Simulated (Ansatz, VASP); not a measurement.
Two plane-wave programs on InSb

```
In Sb
1.0
     0.00000    3.07351    3.07351
     3.07351    0.00000    3.07351
     3.07351    3.07351    0.00000
In Sb
1 1
Cartesian
  0.0000 0.0000 0.0000
  3.0735 3.0735 3.0735
```

Alike in both runs: task relaxation of cell and atoms; functional PBE; k mesh 12 × 12 × 12; occupations gaussian, width 0.1 eV; no spin polarisation.

|  | VASP | Ansatz |
| --- | --- | --- |
| version | VASP 6.6.1 | Ansatz 0.2.0 |
| potentials or method | VASP PAW PBE potentials, release 64 (In_d, Sb), cutoff 500 eV | scalar-relativistic, plane waves, PAW |
| valence electrons in the cell | 18 | 28 |

|  | VASP | Ansatz | Ansatz less VASP |
| --- | --- | --- | --- |
| gap on the k mesh at the Fermi level, each at its own relaxed structure (eV) | none | none | - |
| relaxed volume (Å³/atom) | 29.06 | 29.07 | +0.006 |
| relaxed cell length with the largest relative difference (Å) | 4.348 | 4.348 | +0.0003 |

A gap of «none» marks a metal or a gap that the smearing closes. VASP's potentials hold 18 valence electrons a cell and Ansatz's 28, so a difference there can come from the potentials and not from the codes.

Spin-orbit coupling is off throughout.
